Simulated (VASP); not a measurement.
Input of a VASP 6.6.1 run:

File INCAR:

```
SYSTEM = NaCl
ALGO = Normal ; DIPOL = 0.5 0.5 0.509
EDIFF = 1E-6 ; ENCUT = 520
GGA = PE ; IDIPOL = 3
ISIF = 2 ; ISMEAR = 0
IVDW = 12 ; LASPH = .TRUE.
LCHARG = .TRUE. ; LDIPOL = .TRUE.
LELF = .TRUE. ; LREAL = Auto
LVACPOTAV = .TRUE. ; LVHAR = .TRUE.
LWAVE = .FALSE. ; NBANDS = 70
NELM = 60 ; PREC = Accurate
SIGMA = 0.05
```

The input KPOINTS:

```
k-points
0
G
  2 2 1
  0 0 0
```

Contents of POSCAR:

```
NaCl
1.0
    7.8849376734      0.0000000000      0.0000000000
   -3.9424688367      6.8285563324      0.0000000000
    0.0000000000      0.0000000000     20.8285184884
Cl Na
8 8
Direct
    0.1666666667      0.3333333333      0.3840887677
    0.1666666667      0.8333333333      0.3840887677
    0.6666666667      0.3333333333      0.3840887677
    0.6666666667      0.8333333333      0.3840887677
    0.5000000000      0.5000000000      0.5671744599
    0.5000000000      0.0000000000      0.5671744599
    0.0000000000      0.5000000000      0.5671744599
    0.0000000000      0.0000000000      0.5671744599
    0.3333333333      0.1666666667      0.4613629226
    0.3333333333      0.6666666667      0.4613629226
    0.8333333333      0.1666666667      0.4613629226
    0.8333333333      0.6666666667      0.4613629226
    0.6666666667      0.3333333333      0.6228772619
    0.6666666667      0.8333333333      0.6228772619
    0.1666666667      0.3333333333      0.6228772619
    0.1666666667      0.8333333333      0.6228772619
```

Potentials or basis: VASP PAW PBE potentials, release 64 (Cl, Na_pv).

Command:

```bash
$ cat potpaw_PBE.64/Cl/POTCAR potpaw_PBE.64/Na_pv/POTCAR > POTCAR
$ mpirun -np 1 vasp_std > vasp.out
```

**Question.** Estimate the band gap on the k mesh.

**Answer.** Zero (filled and empty bands touch).

**Question.** What does it give for the largest force?

**Answer.** 1.119 eV/Å.

Forces in eV/Å, atoms in the order of the input:
```
Cl   0.000  0.000  1.117
Cl   0.000  0.000  1.117
Cl   0.000  0.000  1.117
Cl   0.000  0.000  1.117
Cl   0.000  0.000 -0.019
Cl   0.000  0.000 -0.019
Cl   0.000  0.000 -0.019
Cl   0.000  0.000 -0.019
Na   0.000  0.000 -1.119
Na   0.000  0.000 -1.119
Na   0.000  0.000 -1.119
Na   0.000  0.000 -1.119
Na   0.000  0.000  0.020
Na   0.000  0.000  0.020
Na   0.000  0.000  0.020
Na   0.000  0.000  0.020
```

Caveat: the k points lie up to 0.46 Å⁻¹ apart.
